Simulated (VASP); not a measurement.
A run of VASP 6.6.1:

INCAR

```
SYSTEM = I
  ALGO = Normal
  EDIFF = 1E-6
  ENCUT = 500
  GGA = PE
  GGA_COMPAT = .False.
  ISIF = 2
  ISMEAR = 0
  LASPH = .True.
  LCHARG = .True.
  LELF = .True.
  LREAL = .False.
  LVHAR = .True.
  LWAVE = .False.
  NBANDS = 10
  NELM = 120
  PREC = Accurate
  SIGMA = 0.1
```

KPOINTS

```
k-points
0
Gamma
  6 6 6
  0 0 0
```

Contents of POSCAR:

```
I
1.0
    0.0000000000      2.2574318679      3.7310602219
    2.0920036576      0.0000000000      3.7310602219
    2.0920036576      2.2574318679      0.0000000000
I
1
Direct
    0.0000000000      0.0000000000      0.0000000000
```

Potentials or basis: VASP PAW PBE potentials, release 64 (I).

Run with:

```sh
$ cat potpaw_PBE.64/I/POTCAR > POTCAR
$ mpirun -np 1 vasp_std > vasp.out
```

Hardware: 1 thread of Intel Xeon 8259CL (shared host).

**Question.** Estimate the wall time of this run.

**Answer.** Run time: 31 s on 1 thread of Intel Xeon 8259CL, on a shared host, peak memory 0.16 GiB. Counts: scf iterations 11, k points 46.
